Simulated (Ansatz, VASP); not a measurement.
# Two plane-wave programs on Sr

File POSCAR:

```
Sr
1.0
    0.0000000000      3.0423500000      3.0423500000
    3.0423500000      0.0000000000      3.0423500000
    3.0423500000      3.0423500000      0.0000000000
Sr
1
Direct
    0.0000000000      0.0000000000      0.0000000000
```

Contents of INCAR.step1:

```
  ALGO = Normal
  EDIFF = 1E-4
  ENCUT = 520
  GGA = PE
  ISMEAR = -1
  LASPH = True
  LCHARG = False
  LREAL = False
  LWAVE = True
  NBANDS = 11
  NELM = 60
  PREC = Accurate
  SIGMA = 0.1
```

The input INCAR.step2:

```
  ALGO = Normal
  BPARAM = 11.95
  CPARAM = 0.0093
  EDIFF = 1E-7
  ENCUT = 520
  ISIF = 2
  ISMEAR = -1
  ISTART = 1
  IVDW_NL = 2
  LASPH = True
  LCHARG = False
  LMIXTAU = True
  LREAL = False
  LUSE_VDW = True
  LWAVE = False
  METAGGA = R2SCAN
  NBANDS = 11
  NELM = 60
  PREC = Accurate
  SIGMA = 0.1
```

File KPOINTS:

```
k-points
0
Gamma
  8 8 8
```

Contents of input.yaml:

```yaml
crystal:
  lattice:
    - [0.0, 3.04235, 3.04235]
    - [3.04235, 0.0, 3.04235]
    - [3.04235, 3.04235, 0.0]
  atoms:
    - { symbol: Sr, position: [0.0, 0.0, 0.0] }
hamiltonian:
  xc: r2scan
  pseudopotentials: { kind: paw, level: accurate }
  dispersion: rvv10
kpoints:
  mp_grid: { grid: [8, 8, 8] }
scf:
  occupations: { method: fermi_dirac, width: 0.1 }
output:
  forces: true
  stress: true
  eigenvalues: true
```

Alike in both runs: task single point; functional r2SCAN; dispersion rVV10; k mesh 8 × 8 × 8; occupations fermi-dirac, width 0.1 eV; no spin polarisation.

```csv
,VASP,Ansatz
version,VASP 6.6.1,Ansatz 0.2.0
potentials or method,"VASP PAW PBE potentials, release 64 (Sr_sv)",Ansatz PAW earlier set
plane-wave cutoff (eV),520,400
valence electrons in the cell,10,10
```

|  | VASP | Ansatz | Ansatz less VASP |
| --- | --- | --- | --- |
| gap on the k mesh at the Fermi level (eV) | none | none | - |
| pressure (GPa) | -0.1 | -0.1 | -0.04 |

VASP's potentials were made for PBE, not for r2SCAN. A gap of «none» marks a metal or a gap that the smearing closes.
